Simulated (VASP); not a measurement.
Write the native input for VASP 6.6.1 that does the following.

* Task: single point
* Functional: PBEsol
* Potentials or basis: VASP PAW PBE potentials, release 64 (Ba_sv, Ti_sv, O)
* Cutoff: 520 eV
* k mesh: 7 × 7 × 7
* Occupations: fermi-dirac, width 0.03 eV
* Spin: no spin polarisation
* Dipole correction: no
* Further INCAR settings: ALGO = Normal; EDIFF = 1e-06; NBANDS = 28

The structure of BaTiO3 lies in POSCAR:

```
BaTiO3
1.0
    3.9998000000      0.0000000000      0.0000000000
    0.0000000000      3.9998000000      0.0000000000
    0.0000000000      0.0000000000      3.8974600000
Ba Ti O
1 1 3
Direct
    0.0000000000      0.0000000000      0.0000000000
    0.5000000000      0.5000000000      0.5000000000
    0.5000000000      0.5000000000      0.0000000000
    0.5000000000      0.0000000000      0.5000000000
    0.0000000000      0.5000000000      0.5000000000
```

This cell differs from its parent crystal: zz strain of -3 %.

One way to write it, as run:

INCAR

```
ALGO = Normal ; EDIFF = 1E-6
ENCUT = 520 ; GGA = PS
ISIF = 2 ; ISMEAR = -1
LASPH = True ; LCHARG = True
LELF = True ; LREAL = False
LVHAR = True ; LWAVE = False
NBANDS = 28 ; NELM = 60
PREC = Accurate ; SIGMA = 0.03
```

KPOINTS

```
k-points
0
Gamma
  7 7 7
```

Potentials or basis: VASP PAW PBE potentials, release 64 (Ba_sv, Ti_sv, O).

Launch:

```sh
$ cat potpaw_PBE.64/Ba_sv/POTCAR potpaw_PBE.64/Ti_sv/POTCAR potpaw_PBE.64/O/POTCAR > POTCAR
$ mpirun -np 1 vasp_std > vasp.out
```

It gave:

```json
{
 "Pressure": "2.8 GPa",
 "Band gap on the k mesh": "1.77 eV, indirect (least direct gap 1.81 eV)"
}
```

Caveat: the cell differs from its parent crystal (zz strain of -3 %); the PAW data sets were made with another functional, which shifts forces and pressure a little; spin-orbit coupling is left out, which moves the levels of the heavy elements.

Run time: 2.6 min on 1 thread of AMD EPYC 7R13, on a shared host, peak memory 0.19 GiB.
